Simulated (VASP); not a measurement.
Zr: relaxation of cell and atoms with PBEsol

Zr:

```xyz
3
Lattice="4.7543 0.0000 0.0000 -2.3772 4.1174 0.0000 0.0000 0.0000 2.9803" Properties=species:S:1:pos:R:3 pbc="T T T"
Zr    2.3772    1.3725    1.4902
Zr    0.0000    2.7449    1.4902
Zr    0.0000    0.0000    0.0000
```

| Property | Result |
| --- | --- |
| Program | VASP 6.6.1 |
| Task | relaxation of cell and atoms |
| Functional | PBEsol |
| Potentials or basis | VASP PAW PBE potentials, release 64 (Zr_sv) |
| Cutoff | 600 eV |
| k mesh | 12 × 12 × 14 |
| Occupations | fermi-dirac, width 0.1 eV |
| Spin | no spin polarisation |
| Target pressure | 17 GPa |
| Dipole correction | no |
| Further INCAR settings | ALGO = Fast; EDIFF = 1e-07; IBRION = 2; EDIFFG = -0.002; NSW = 80; ISIF = 3 |

* Relaxed volume: 19.47 Å³/atom
* Relaxed cell: a = 4.764 Å, b = 4.764 Å, c = 2.972 Å, α = 90.00°, β = 90.00°, γ = 120.00°
* Space group after relaxing (to 0.05 Å): P6/mmm (No. 191)
* Energy change on relaxing (the enthalpy is what falls): -2.2 meV/atom
* Ionic steps: 5
* Pressure after relaxing: 17.0 GPa
* Band gap on the k mesh: zero (band 18 reaches 11.31 eV, above the bottom of band 19 at 10.46 eV)

The path:
```
step  energy change (eV)  largest force (eV/Å)  pressure (GPa)  volume (Å³)
   1              0.0000                0.0000           17.17        58.34
   2             -0.0188                0.0000           16.69        58.51
   3             -0.0139                0.0000           16.81        58.47
   4              0.0024                0.0000           17.22        58.31
   5             -0.0066                0.0000           17.00        58.40
```

Final structure:
```
Zr
1.0
     4.76362    0.00000    0.00000
    -2.38181    4.12541    0.00000
     0.00000    0.00000    2.97159
Zr
3
Direct
  0.66667 0.33333 0.50000
  0.33333 0.66667 0.50000
  0.00000 0.00000 0.00000
```

Levels at points of the mesh, in eV from the Fermi level:
```csv
k point,band 16,band 17,band 18,band 19,band 20,band 21
"(0.00, 0.00, 0.00)",-0.36,-0.30,-0.30,-0.15,0.93,1.87
"(0.50, 0.00, 0.00)",-0.84,-0.84,-0.59,-0.08,0.86,1.22
"(0.00, 0.00, 0.50)",-2.28,-1.89,-1.03,1.36,1.36,2.10
"(0.50, 0.00, 0.50)",-1.90,-0.93,-0.37,0.19,1.10,1.88
```

It took 13 min on 1 thread of Intel(R) Xeon(R) 6975P-C (Granite Rapids) (shared host), peak memory 0.33 GiB.

Caveat: the cell is relaxed towards a set pressure, so the enthalpy falls and the energy may rise; the PAW data sets were made with another functional, which shifts forces and pressure a little.
